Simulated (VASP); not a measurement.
Wanted: the native input for a VASP 6.6.1 run.

* Task: single point
* Functional: PBE
* Potentials or basis: VASP PAW PBE potentials, release 64 (Be, Zn, Se)
* Cutoff: 520 eV
* k mesh: 6 × 6 × 2
* Occupations: gaussian, width 0.1 eV
* Spin: no spin polarisation
* Dipole correction: no
* Further INCAR settings: ALGO = Normal; EDIFF = 1e-07; NBANDS = 31

The structure of BeZn2Se3 lies in POSCAR:

```
BeZn2Se3
1.0
    3.9251084936      0.0000000000      0.0000000000
   -1.9625542468      3.3992436681      0.0000000000
    0.0000000000      0.0000000000      9.6532521228
Be Zn Se
1 2 3
Direct
    0.6666666667      0.3333333333      0.3345777318
    0.0000000000      0.0000000000      0.0094823048
    0.3333333333      0.6666666667      0.6595987568
    0.3333333333      0.6666666667      0.9147467891
    0.6666666667      0.3333333333      0.5656432522
    0.0000000000      0.0000000000      0.2659511653
```

These files were run (other wordings do the same):

INCAR

```
PREC = Accurate ; ENCUT = 520
EDIFF = 1E-7 ; ISMEAR = 0
SIGMA = 0.1 ; LREAL = F
LASPH = T ; NELM = 80
ALGO = Normal ; ISIF = 2
LWAVE = F ; LCHARG = F
GGA = PE ; NBANDS = 31
```

KPOINTS

```
Automatic mesh
0
Gamma
  6 6 2
```

Potentials or basis: VASP PAW PBE potentials, release 64 (Be, Zn, Se).

The run is started by

```bash
$ cat potpaw_PBE.64/Be/POTCAR potpaw_PBE.64/Zn/POTCAR potpaw_PBE.64/Se/POTCAR > POTCAR
$ mpirun -np 1 vasp_std > vasp.out
```

It gave:

```yaml
Pressure: 0.2 GPa
Largest_force: 0.020 eV/Å
Band_gap_on_the_k_mesh: 1.75 eV
```

Run time: 3.1 min on 1 thread of Intel Xeon 8259CL, with other jobs on the host, peak memory 0.27 GiB.
